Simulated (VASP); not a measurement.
Write the native input for VASP 6.6.1 that does the following.

```yaml
Task: relaxation of cell and atoms
Functional: PBE
Potentials_or_basis: VASP PAW PBE potentials, release 64 (Mg, Te, O)
Cutoff: 600 eV
k_mesh: 4 × 4 × 2
Occupations: gaussian, width 0.1 eV
Spin: no spin polarisation
Dipole_correction: no
Further_INCAR_settings: ALGO = Normal; EDIFF = 1e-06; IBRION = 2; EDIFFG = -0.04; NSW = 90; ISIF = 3
```

The structure of Mg3Te2O lies in POSCAR:

```
Mg3Te2O
1.0
    4.1390239300      0.0000000000      0.0000000000
    0.0000000000      4.1390239300      0.0000000000
    0.0000000000      0.0000000000      7.7328780500
Mg Te O
3 2 1
Direct
    0.5000000000      0.0000000000      0.6094262900
    0.0000000000      0.5000000000      0.6094262900
    0.5000000000      0.5000000000      0.5016446300
    0.5000000000      0.0000000000      0.0373811400
    0.0000000000      0.5000000000      0.0373811400
    0.0000000000      0.0000000000      0.4266783500
```

The cell was built from a structure type or drawn by symmetry, and may not be a known phase.

The input as run:

INCAR

```
SYSTEM = Mg3Te2O
PREC     = Accurate       ! precision mode
ENCUT    = 600            ! plane-wave cutoff, eV
EDIFF    = 1E-6           ! SCF threshold, eV
ISMEAR   = 0              ! smearing method
SIGMA    = 0.1            ! smearing width, eV
LREAL    = .False.        ! projectors in reciprocal space
LASPH    = .True.         ! aspherical terms in the spheres
NELM     = 80             ! most SCF steps
ALGO     = Normal         ! electronic algorithm
ISIF     = 3              ! what is computed and relaxed
LWAVE    = .False.        ! write WAVECAR
LCHARG   = .False.        ! write CHGCAR
GGA      = PE             ! functional
IBRION   = 2              ! ionic algorithm
NSW      = 90             ! ionic steps
EDIFFG   = -0.04          ! ionic threshold
```

KPOINTS

```
regular mesh
0
Gamma
  4 4 2
  0 0 0
```

Potentials or basis: VASP PAW PBE potentials, release 64 (Mg, Te, O).

Run with:

```sh
$ cat potpaw_PBE.64/Mg/POTCAR potpaw_PBE.64/Te/POTCAR potpaw_PBE.64/O/POTCAR > POTCAR
$ mpirun -np 1 vasp_std > vasp.out
```

Results of the run:

- Relaxed volume: 23.47 Å³/atom
- Relaxed cell: a = 4.442 Å, b = 4.442 Å, c = 7.137 Å, α = 90.00°, β = 90.00°, γ = 90.00°
- Space group after relaxing (to 0.1 Å): P4mm (No. 99)
- Energy gained by relaxing: 1319.7 meV/atom
- Ionic steps: 21
- Pressure after relaxing: -0.1 GPa
- Largest force after relaxing: 0.034 eV/Å
- Band gap on the k mesh: zero (bands 12 and 13 overlap by 2.73 eV)

Caveat: the k points lie up to 0.44 Å⁻¹ apart in the final cell, too coarse for converged energies and pressures of a metal; spin-orbit coupling is left out, which moves the levels of the heavy elements.

Run time: 6.8 min on 1 thread of AMD EPYC 9R45 96-Core Processor (Zen 5), on a shared host, peak memory 0.28 GiB.
